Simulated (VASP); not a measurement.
InAs, 2 atoms in the cell. The structure is cubic, space group F-43m (No. 216). The conventional cell has a = 6.189 Å, b = 6.189 Å, c = 6.189 Å, α = 90.00°, β = 90.00°, γ = 90.00°. Within 3.5 Å of In (site symmetry -43m) lie 4 As at 2.68 Å. Within 3.5 Å of As (site symmetry -43m) lie 4 In at 2.68 Å. 

```yaml
Program: VASP 6.6.1
Task: elastic constants
Functional: PBE
Potentials_or_basis: VASP PAW PBE potentials, release 64 (In_d, As)
Cutoff: 600 eV
k_mesh: 8 × 8 × 8
Occupations: fermi-dirac, width 0.15 eV
Spin: no spin polarisation
Dipole_correction: no
Ions_in_elastic_constants: relaxed
Further_INCAR_settings: ALGO = Normal; EDIFF = 1e-08; IBRION = 6; POTIM = 0.015; NSW = 1; ISIF = 3
```

Potentials or basis: VASP PAW PBE potentials, release 64 (In_d, As).

Launch:

```bash
$ cat potpaw_PBE.64/In_d/POTCAR potpaw_PBE.64/As/POTCAR > POTCAR
$ mpirun -np 1 vasp_std > vasp.out
```

Hardware: 1 thread of AMD EPYC 9R45 96-Core Processor (Zen 5) (shared host).

Problem. How long does it take, and how much memory?

Solution. Run time: 13 min on 1 thread of AMD EPYC 9R45 96-Core Processor (Zen 5) (shared host), peak memory 0.38 GiB. Counts: scf iterations 186, k points 29.
